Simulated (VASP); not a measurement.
Write the native input for VASP 6.6.1 that does the following.

```
Task                   : single point
Functional             : PBE
Dispersion             : D3(BJ)
Potentials or basis    : VASP PAW PBE potentials, release 64 (O, C, H)
Cutoff                 : 520 eV
k mesh                 : 1 × 1 × 1
Occupations            : fermi-dirac, width 0.02 eV
Spin                   : no spin polarisation
Dipole correction      : no
Further INCAR settings : LREAL = Auto; ALGO = Normal; EDIFF = 1e-06; NBANDS = 57
```

The structure of H6C3O lies in POSCAR:

```
H6C3O
1.0
    7.5419870000      0.0000000000      0.0000000000
    0.0000000000      7.5419870000      0.0000000000
    0.0000000000      0.0000000000      7.5419870000
O C H
3 9 18
Direct
   -0.1660570351      0.8663632011      0.7202213422
    0.3405601203      0.3213476767      0.2441796837
    0.7858671727      0.6775137639      1.2244120813
   -0.1212014818      0.8212557248      0.5727270546
    0.2758556863      0.2044819223      0.1516311285
    0.8127831565      0.7270232632      1.0724229570
    0.6931992855      0.2568951657      0.4856677690
    0.7725815491      0.2064442699      0.3351636644
    0.4201677887      0.7976279991      0.7413961334
    0.3818622334      0.8104362948      0.5624114706
    0.0397242796      0.3067891790      0.8729927538
    0.1460225270      0.2555162187      0.7433319628
    0.0025192300      0.8763075301      0.5145726186
   -0.1836386088      0.7078108196      0.4941933737
    0.1643731287      0.1146647429      0.1760013641
    0.3599581914      0.1531426665      0.0402811620
    0.8462623974      0.8633666433      1.0463422968
    0.7895266857      0.6435704543      0.9467398976
    0.5703006383      0.3202339118      0.4877494485
    0.7510752803      0.2562189513      0.6180731948
    0.7059147676      0.2329889988      0.2110584386
    0.8914494284      0.1268100833      0.3297406904
    0.3751663852      0.9033030685      0.8246235375
    0.4841694901      0.6894204405      0.8167874063
    0.3056488960      0.9206459783      0.5143206956
    0.4208572622      0.6996432107      0.4709766803
   -0.0401485709      0.2359060020      0.9771430261
    0.0015115380      0.4458639348      0.8869678508
    0.1878815225      0.1193186888      0.7235361185
    0.2068022658      0.3503055627      0.6457316885
```

One way to write it, as run:

INCAR

```
SYSTEM = H6C3O
ALGO = Normal
EDIFF = 1E-6
ENCUT = 520
GGA = PE
ISIF = 2
ISMEAR = -1
IVDW = 12
LASPH = .True.
LCHARG = .False.
LREAL = Auto
LWAVE = .False.
NBANDS = 57
NELM = 60
PREC = Accurate
SIGMA = 0.02
```

KPOINTS

```
k-points
0
Gamma
  1 1 1
  0 0 0
```

Potentials or basis: VASP PAW PBE potentials, release 64 (O, C, H).

Run with:

```console
$ cat potpaw_PBE.64/O/POTCAR potpaw_PBE.64/C/POTCAR potpaw_PBE.64/H/POTCAR > POTCAR
$ mpirun -np 1 vasp_gam > vasp.out
```

Results of the run:

```json
{
  "Pressure": "-0.4 GPa",
  "Largest force": "3.266 eV/Å",
  "Band gap on the k mesh": "3.14 eV",
  "Dispersion energy per atom": "-0.036 eV"
}
```

Caveat: the k points lie up to 0.83 Å⁻¹ apart.

It took 49 s on 1 thread of Intel(R) Xeon(R) Platinum 8259CL CPU @ 2.50GHz (Skylake/Cascade Lake), with other jobs on the host, peak memory 0.38 GiB.
